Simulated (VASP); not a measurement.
Set up this calculation in VASP 6.6.1, as the native input.

| Property | Result |
| --- | --- |
| Task | single point |
| Functional | PBE |
| Potentials or basis | VASP PAW PBE potentials, release 64 (Al) |
| Cutoff | 520 eV |
| k mesh | 6 × 6 × 4 |
| Occupations | gaussian, width 0.2 eV |
| Spin | no spin polarisation |
| Dipole correction | no |
| Further INCAR settings | ALGO = Fast; EDIFF = 1e-07; NBANDS = 18 |

The structure of Al lies in POSCAR:

```
Al
1.0
    0.0077496057      4.0372815220     -0.0079980135
   -1.4673753189     -2.0303795173      4.2184573948
    5.8247759662      0.0113450542     -0.0122398185
Al
6
Direct
    0.0000061915     -0.0000173114     -0.0000069615
    0.9999927040      0.0000178234      0.4999934207
    0.3333042716      0.6666312682      0.1666644801
    0.3333619435      0.6667016375      0.6666771237
    0.6666703822      0.3333151037      0.3333351492
    0.6666645072      0.3333514785      0.8333367878
```

The input as run:

INCAR

```
ALGO = Fast ; EDIFF = 1E-7
ENCUT = 520 ; GGA = PE
ISIF = 2 ; ISMEAR = 0
LASPH = T ; LCHARG = F
LREAL = F ; LWAVE = F
NBANDS = 18 ; NELM = 80
PREC = Accurate ; SIGMA = 0.2
```

KPOINTS

```
k-points
0
Gamma
  6 6 4
```

Potentials or basis: VASP PAW PBE potentials, release 64 (Al).

Run with:

```bash
$ cat potpaw_PBE.64/Al/POTCAR > POTCAR
$ mpirun -np 1 vasp_std > vasp.out
```

It gave:

```json
{
 "Pressure": "0.0 GPa",
 "Band gap on the k mesh": "zero (bands 9 and 10 overlap by 4.23 eV)"
}
```

It took 57 s on 1 thread of AMD EPYC 9R45 96-Core Processor (Zen 5), with other jobs on the host, peak memory 0.23 GiB.
